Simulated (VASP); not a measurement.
# FeNi3 (Awaruite) (Pm-3m) in VASP: a series of runs, part 2 of 2

VASP 6.6.1.

## Step 5: Single point, PBEsol, collinear spin, antiferromagnetic start

INCAR reads:

```
PREC = Accurate
ENCUT = 520
EDIFF = 1E-7
ISMEAR = -1
SIGMA = 0.05
LREAL = False
LASPH = True
NELM = 150
ALGO = Fast
ISIF = 2
LWAVE = False
LCHARG = False
ISPIN = 2
MAGMOM = 1 -0.5 1 -1.5
LORBIT = 11
LMAXMIX = 4
GGA = PS
NBANDS = 31
```

KPOINTS reads:

```
regular mesh
0
Gamma
  8 8 8
```

POSCAR reads:

```
FeNi3
1.0
    3.5450000000      0.0000000000      0.0000000000
    0.0000000000      3.5450000000      0.0000000000
    0.0000000000      0.0000000000      3.5450000000
Ni Fe
3 1
Direct
    0.5000000000      0.5000000000      0.0000000000
    0.5000000000      0.0000000000      0.5000000000
    0.0000000000      0.5000000000      0.5000000000
    0.0000000000      0.0000000000      0.0000000000
```

Potentials or basis: VASP PAW PBE potentials, release 64 (Ni, Fe).

On the command line:

```sh
> cat potpaw_PBE.64/Ni/POTCAR potpaw_PBE.64/Fe/POTCAR > POTCAR
> mpirun -np 1 vasp_std > vasp.out
```

OUTCAR:

```text
PREC = Accurate
   ENCUT = 520
   EDIFF = 1E-7
   ISMEAR = -1
   LREAL = False
   LASPH = True
   NELM = 150
   ISIF = 2
   ISPIN = 2
   LORBIT = 11
   GGA = PS

 ion  position               nearest neighbor table
   1  0.500  0.500  0.000-   2 2.51   3 2.51   4 2.51   2 2.51   3 2.51   2 2.51   4 2.51   2 2.51
                             3 2.51   4 2.51   3 2.51   4 2.51
   2  0.500  0.000  0.500-   1 2.51   3 2.51   4 2.51   1 2.51   4 2.51   1 2.51   3 2.51   1 2.51
                             3 2.51   4 2.51   4 2.51   3 2.51
   3  0.000  0.500  0.500-   1 2.51   2 2.51   4 2.51   1 2.51   4 2.51   2 2.51   4 2.51   4 2.51
                             1 2.51   2 2.51   1 2.51   2 2.51
   4  0.000  0.000  0.000-   1 2.51   2 2.51   3 2.51   2 2.51   3 2.51   1 2.51   3 2.51   3 2.51
                             1 2.51   2 2.51   2 2.51   1 2.51

  LATTYP: Found a simple cubic cell.
 ALAT       =     3.5450000000

  Lattice vectors:

 A1 = (   3.5450000000,   0.0000000000,   0.0000000000)
 A2 = (   0.0000000000,   3.5450000000,   0.0000000000)
 A3 = (   0.0000000000,   0.0000000000,   3.5450000000)

Analysis of symmetry for initial positions (statically):
=====================================================================
 Subroutine PRICEL returns:
 Original cell was already a primitive cell.

 Routine SETGRP: Setting up the symmetry group for a
 simple cubic supercell.

 Subroutine GETGRP returns: Found 48 space group operations
 (whereof 48 operations were pure point group operations)
 out of a pool of 48 trial point group operations.

The static configuration has the point symmetry O_h .

Analysis of symmetry for dynamics (positions and initial velocities):
=====================================================================
 Subroutine PRICEL returns:
 Original cell was already a primitive cell.

 Routine SETGRP: Setting up the symmetry group for a
 simple cubic supercell.

 Subroutine GETGRP returns: Found 48 space group operations
 (whereof 48 operations were pure point group operations)
 out of a pool of 48 trial point group operations.

[... 168 lines left out ...]

 val. band max:        8.3689821543   @ k =   0.5000   0.5000   0.3750
 cond. band min:       8.3846848410   @ k =   0.0000   0.0000   0.0000
 fundamental gap:      0.0157026867
 Fermi energy:         8.3787899026

 spin component 1

 k-point     1 :       0.0000    0.0000    0.0000
  band No.  band energies     occupation
      1      -0.6506      1.00000
      2       4.1338      1.00000
      3       4.1339      1.00000
      4       4.1577      1.00000
      5       4.8318      1.00000
      6       4.8318      1.00000
[... 805 lines left out ...]
     30      22.9219      0.00000
     31      23.1388      0.00000

 [... further k-points ...]

 spin component 2

 k-point     1 :       0.0000    0.0000    0.0000
  band No.  band energies     occupation
      1      -0.7336      1.00000
      2       3.0951      1.00000
      3       3.0951      1.00000
      4       3.7570      1.00000
      5       3.8295      1.00000
      6       3.8295      1.00000
[... 805 lines left out ...]
     30      22.5989      0.00000
     31      22.8178      0.00000

 [... further k-points ...]

------------------------ aborting loop because EDIFF is reached ----------------------------------------

  FORCE on cell =-STRESS in cart. coord.  units (eV):
  Direction    XX          YY          ZZ          XY          YZ          ZX
  --------------------------------------------------------------------------------------
  -------------------------------------------------------------------------------------
  Total       -2.6284953     -2.6285274     -2.6284953      0.0000000      0.0000000      0.0000000
  in kB      -94.5298731    -94.5310274    -94.5298731      0.0000000      0.0000000      0.0000000
  external PRESSURE =     -94.5302579 kB  Pullay stress =       0.0000000 kB

 VOLUME and BASIS-vectors are now :
 -----------------------------------------------------------------------------
  energy-cutoff  :      520.00
  volume of cell :       44.55
      direct lattice vectors                 reciprocal lattice vectors
     3.545000000  0.000000000  0.000000000     0.282087447  0.000000000  0.000000000
     0.000000000  3.545000000  0.000000000     0.000000000  0.282087447  0.000000000
     0.000000000  0.000000000  3.545000000     0.000000000  0.000000000  0.282087447

 POSITION                                       TOTAL-FORCE (eV/Angst)
 -----------------------------------------------------------------------------------
      1.77250      1.77250      0.00000         0.000000      0.000000      0.000000
      1.77250      0.00000      1.77250         0.000000      0.000000      0.000000
      0.00000      1.77250      1.77250         0.000000      0.000000      0.000000
      0.00000      0.00000      0.00000         0.000000      0.000000      0.000000
 -----------------------------------------------------------------------------------
    total drift:                                0.000000      0.000000      0.000000

  FREE ENERGIE OF THE ION-ELECTRON SYSTEM (eV)
  ---------------------------------------------------
  free  energy   TOTEN  =       -27.5863695460 eV

  energy  without entropy=      -27.5582225242  energy(sigma->0) =      -27.57229604

 total charge

# of ion       s       p       d       tot
------------------------------------------
    1        0.506   0.514   8.319   9.339
    2        0.506   0.514   8.319   9.339
    3        0.506   0.514   8.319   9.339
    4        0.476   0.506   6.107   7.089
--------------------------------------------------
tot          1.995   2.047  31.065  35.107

 magnetization (x)

# of ion       s       p       d       tot
------------------------------------------
    1        0.015   0.041  -0.694  -0.638
    2        0.015   0.041  -0.694  -0.638
    3        0.015   0.041  -0.694  -0.638
    4       -0.010  -0.002  -2.890  -2.902
--------------------------------------------------
tot          0.035   0.122  -4.973  -4.816
```

stdout:

```text
POSCAR found type information on POSCAR NiFe
 POSCAR found :  2 types and       4 ions
 scaLAPACK will be used
 -----------------------------------------------------------------------------
|                                                                             |
|                                                                             |
|     You enforced a specific xc type in the INCAR file but a different       |
|     I HOPE YOU KNOW WHAT YOU ARE DOING!                                     |
|                                                                             |
 -----------------------------------------------------------------------------

 LDA part: xc-table for (Slater+PW92), standard interpolation
 POSCAR, INCAR and KPOINTS ok, starting setup
 FFT: planning ... GRIDC
 FFT: planning ... GRID_SOFT
 FFT: planning ... GRID
 WAVECAR not read
 entering main loop
WARNING in EDDRMM: call to ZHEGV failed, returncode =   6  3     30
```

Wall time 6.3 min (1 thread of AMD EPYC 9755, shared host); peak memory 0.23 GiB.

Results:

- Free energy: -27.5864 eV
- Pressure: -9.5 GPa
- Net moment: -4.80 μB per cell
- Site moments: Ni -0.64; Fe -2.90 μB
- Valence electrons inside the program's atomic spheres: Ni 9.34; Fe 7.09

Caveat: the PAW data sets were made with another functional, which shifts forces and pressure a little.

## Step 6: Overview

| spin | gap on the mesh (eV) | pressure (GPa) | moment (μB) |
| --- | --- | --- | --- |
| collinear, ferromagnetic start | none | -9.5 | 4.80 |
| collinear, ferrimagnetic start | none | -9.5 | 4.80 |
| collinear, antiferromagnetic start | none | -9.5 | 4.80 |

Alike in all rows: task single point; level PBEsol; potentials or basis VASP PAW PBE potentials, release 64 (Ni, Fe); cell as given; k mesh 8 × 8 × 8; cutoff (eV) 520; smearing fermi-dirac 0.05 eV.

Every run on the cell as given and a fine mesh finds a metal.

Caveats: the PAW data sets were made with another functional, which shifts forces and pressure a little.

Total energies depend on the potentials used, so only differences within one code and one set of settings carry meaning.
